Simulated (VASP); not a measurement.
## Si16C15N (a cell with a defect): single point with PBE

System: Si16C15N (a cell with a defect).

```
CELL_PARAMETERS angstrom
6.15200 0.00000 0.00000
-3.07600 5.32779 0.00000
0.00000 0.00000 10.09600
ATOMIC_POSITIONS crystal
Si 0.16667 0.33333 0.99856
Si 0.16667 0.33333 0.50354
Si 0.16523 0.83261 0.00116
Si 0.16600 0.83300 0.50267
Si 0.66739 0.33477 0.00116
Si 0.66700 0.33400 0.50267
Si 0.66739 0.83261 0.00116
Si 0.66700 0.83300 0.50267
Si 0.33574 0.16426 0.25341
Si 0.33326 0.16674 0.75215
Si 0.33574 0.67148 0.25341
Si 0.33326 0.66652 0.75215
Si 0.82852 0.16426 0.25341
Si 0.83348 0.16674 0.75215
Si 0.83333 0.66667 0.25425
Si 0.83333 0.66667 0.75144
N 0.16667 0.33333 0.18968
C 0.16667 0.33333 0.69067
C 0.16519 0.83260 0.18960
C 0.16739 0.83370 0.69048
C 0.66740 0.33481 0.18960
C 0.66630 0.33261 0.69048
C 0.66740 0.83260 0.18960
C 0.66630 0.83370 0.69048
C 0.33244 0.16756 0.43889
C 0.33304 0.16696 0.94211
C 0.33244 0.66488 0.43889
C 0.33304 0.66607 0.94211
C 0.83512 0.16756 0.43889
C 0.83393 0.16696 0.94211
C 0.83333 0.66667 0.44074
C 0.83333 0.66667 0.93972
```

```
Program             : VASP 6.6.1
Task                : single point
Functional          : PBE
Potentials or basis : VASP PAW PBE potentials, release 64 (Si, N, C)
Cutoff              : 520 eV
k mesh              : 4 × 4 × 2
Occupations         : fermi-dirac, width 0.01 eV
Spin                : no spin polarisation
```

- Largest force: 0.015 eV/Å

Forces in eV/Å, atoms in the order of the input:
```
Si   0.000  0.000  0.002
Si   0.000  0.000  0.003
Si   0.000  0.000  0.004
Si  -0.001 -0.001  0.000
Si   0.000  0.000  0.004
Si   0.000  0.001  0.000
Si   0.000  0.000  0.004
Si   0.001 -0.001  0.000
Si  -0.001  0.000  0.005
Si  -0.002  0.001  0.001
Si   0.000 -0.001  0.005
Si   0.000 -0.002  0.001
Si   0.001  0.000  0.005
Si   0.002  0.001  0.001
Si   0.000  0.000  0.005
Si   0.000  0.000  0.005
N    0.000  0.000  0.000
C    0.000  0.000  0.003
C   -0.002 -0.001 -0.015
C    0.002  0.001 -0.001
C    0.000  0.002 -0.015
C    0.000 -0.002 -0.001
C    0.002 -0.001 -0.015
C   -0.002  0.001 -0.001
C    0.001 -0.001  0.011
C    0.002 -0.001 -0.009
C    0.000  0.001  0.011
C    0.000  0.002 -0.009
C   -0.001 -0.001  0.011
C   -0.002 -0.001 -0.009
C    0.000  0.000 -0.006
C    0.000  0.000 -0.001
```

Levels at points of the mesh, in eV from the Fermi level:
| k point | band 60 | band 61 | band 62 | band 63 | band 64 | band 65 | band 66 | band 67 | band 68 | band 69 |
| --- | --- | --- | --- | --- | --- | --- | --- | --- | --- | --- |
| (0.00, 0.00, 0.00) | -0.90 | -0.90 | -0.46 | -0.24 | -0.24 | 1.81 | 2.55 | 2.55 | 2.85 | 3.10 |
| (0.50, 0.00, 0.00) | -1.86 | -1.40 | -1.21 | -0.96 | -0.78 | 2.85 | 2.97 | 3.38 | 3.82 | 4.10 |
| (0.00, 0.00, 0.50) | -1.26 | -0.65 | -0.65 | -0.34 | -0.34 | 1.82 | 2.76 | 2.76 | 2.89 | 2.98 |
| (0.50, 0.00, 0.50) | -1.46 | -1.41 | -1.25 | -1.12 | -1.07 | 3.16 | 3.55 | 3.69 | 3.82 | 3.84 |

Wall time 5.7 min on 1 thread of Intel(R) Xeon(R) Platinum 8375C CPU @ 2.90GHz (Ice Lake), on a shared host, peak memory 0.5 GiB.

Caveat: the cell carries a net charge on a neutralising background, which shifts energy and pressure; the cell is charged against a uniform background, so pressure and absolute levels hang on convention.
